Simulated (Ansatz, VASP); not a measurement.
**One calculation of SbWSe3, two programs**

```
CELL_PARAMETERS angstrom
4.95112 0.00000 0.00000
0.00000 4.95112 0.00000
0.00000 0.00000 4.95112
ATOMIC_POSITIONS crystal
Sb 0.00000 0.00000 0.00000
W 0.50000 0.50000 0.50000
Se 0.00000 0.50000 0.50000
Se 0.50000 0.00000 0.50000
Se 0.50000 0.50000 0.00000
```

Alike in both runs: task relaxation of cell and atoms; functional PBE; k mesh 8 × 8 × 8; occupations gaussian, width 0.1 eV; no spin polarisation.

|  | VASP | Ansatz |
| --- | --- | --- |
| version | VASP 6.6.1 | Ansatz 0.2.0 |
| potentials or method | VASP PAW PBE potentials, release 64 (Sb, W_sv, Se), cutoff 600 eV | scalar-relativistic, plane waves, PAW |
| valence electrons in the cell | 37 | 77 |

|  | VASP | Ansatz | Ansatz less VASP |
| --- | --- | --- | --- |
| gap on the k mesh at the Fermi level, each at its own relaxed structure (eV) | none | none | - |
| relaxed volume (Å³/atom) | 24.31 | 24.27 | -0.036 |
| relaxed length of the cell vector where the two differ most in proportion (Å) | 4.954 | 4.951 | -0.0024 |

A gap of «none» marks a metal or a gap that the smearing closes. VASP's potentials hold 37 valence electrons a cell and Ansatz's 77, so a difference there can come from the potentials and not from the codes.

Spin-orbit coupling is off throughout.
